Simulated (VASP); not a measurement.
Set up this calculation in VASP 6.6.1, as the native input.

- Task: relaxation of cell and atoms
- Functional: PBEsol
- Potentials or basis: VASP PAW PBE potentials, release 64 (Sb)
- Cutoff: 600 eV
- k mesh: 9 × 9 × 9
- Occupations: fermi-dirac, width 0.05 eV
- Spin: no spin polarisation
- Dipole correction: no
- Further INCAR settings: ALGO = Normal; EDIFF = 1e-07; IBRION = 2; EDIFFG = -0.01; NSW = 100; ISIF = 3

The structure of Sb lies in POSCAR:

```
Sb
1.0
    2.1542000000      1.2437279500      3.7580000000
   -2.1542000000      1.2437279500      3.7580000000
    0.0000000000     -2.4874559000      3.7580000000
Sb
2
Direct
    0.2334900000      0.2334900000      0.2334900000
    0.7665100000      0.7665100000      0.7665100000
```

One way to write it, as run:

INCAR

```
SYSTEM = Sb
ALGO = Normal
EDIFF = 1E-7
EDIFFG = -0.01
ENCUT = 600
GGA = PS
IBRION = 2
ISIF = 3
ISMEAR = -1
LASPH = .True.
LCHARG = .False.
LREAL = .False.
LWAVE = .False.
NELM = 60
NSW = 100
PREC = Accurate
SIGMA = 0.05
```

KPOINTS

```
k-points
0
Gamma
  9 9 9
  0 0 0
```

Potentials or basis: VASP PAW PBE potentials, release 64 (Sb).

Launch:

```console
$ cat potpaw_PBE.64/Sb/POTCAR > POTCAR
$ mpirun -np 1 vasp_std > vasp.out
```

It gave:

The relaxed volume is 29.90 Å³/atom. The relaxed cell is a = 4.457 Å, b = 4.457 Å, c = 4.457 Å, α = 58.03°, β = 58.03°, γ = 58.03°. The space group after relaxing (to 0.05 Å) is R-3m (No. 166) and the energy gained by relaxing is 2.8 meV/atom. The ionic steps are 7 and the pressure after relaxing is 0.0 GPa. The largest force after relaxing is 0.007 eV/Å and the band gap on the k mesh is 0.05 eV, indirect (least direct gap 0.44 eV).

Caveat: the PAW data sets were made with another functional, which shifts forces and pressure a little; spin-orbit coupling is left out, which moves the levels of the heavy elements.

It took 63 s on 1 thread of Intel(R) Xeon(R) 6975P-C (Granite Rapids) (shared host), peak memory 0.23 GiB.
